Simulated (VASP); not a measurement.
Wanted: the native input for a VASP 6.6.1 run.

```
Task                   : single point
Functional             : PBE
Potentials or basis    : VASP PAW PBE potentials, release 64 (Sn_d, Se)
Cutoff                 : 520 eV
k mesh                 : 6 × 6 × 6
Occupations            : fermi-dirac, width 0.02 eV
Spin                   : no spin polarisation
Dipole correction      : no
Further INCAR settings : ALGO = Normal; EDIFF = 1e-06; NBANDS = 35
```

The structure of SnSe2 lies in POSCAR:

```
SnSe2
1.0
   -2.8143962848      2.8143962848      5.5112833719
    2.8143962848     -2.8143962848      5.5112833719
    2.8143962848      2.8143962848     -5.5112833719
Sn Se
2 4
Direct
    0.7500000000      0.2500000000      0.5000000000
    0.0000000000      0.0000000000      0.0000000000
    0.5193771670      0.0193771670      0.5000000000
    0.7693771670      0.7693771670      0.0000000000
    0.2306228330      0.2306228330      0.0000000000
    0.9806228330      0.4806228330      0.5000000000
```

These files were run (other wordings do the same):

INCAR

```
SYSTEM = SnSe2
PREC     = Accurate       ! precision mode
ENCUT    = 520            ! plane-wave cutoff, eV
EDIFF    = 1E-6           ! SCF threshold, eV
ISMEAR   = -1             ! smearing method
SIGMA    = 0.02           ! smearing width, eV
LREAL    = .False.        ! projectors in reciprocal space
LASPH    = .True.         ! aspherical terms in the spheres
NELM     = 100            ! most SCF steps
ALGO     = Normal         ! electronic algorithm
ISIF     = 2              ! what is computed and relaxed
LWAVE    = .False.        ! write WAVECAR
LCHARG   = .False.        ! write CHGCAR
GGA      = PE             ! functional
NBANDS   = 35             ! bands
```

KPOINTS

```
Automatic mesh
0
Gamma
  6 6 6
  0 0 0
```

Potentials or basis: VASP PAW PBE potentials, release 64 (Sn_d, Se).

Command:

```sh
$ cat potpaw_PBE.64/Sn_d/POTCAR potpaw_PBE.64/Se/POTCAR > POTCAR
$ mpirun -np 1 vasp_std > vasp.out
```

Results of the run:

```json
{
 "Pressure": "1.9 GPa",
 "Largest force": "0.211 eV/Å",
 "Band gap on the k mesh": "0.33 eV, indirect (least direct gap 0.53 eV)"
}
```

Caveat: spin-orbit coupling is left out, which moves the levels of the heavy elements.

It took 2.6 min on 1 thread of AMD EPYC 9R45 96-Core Processor (Zen 5), with other jobs on the host, peak memory 0.43 GiB.
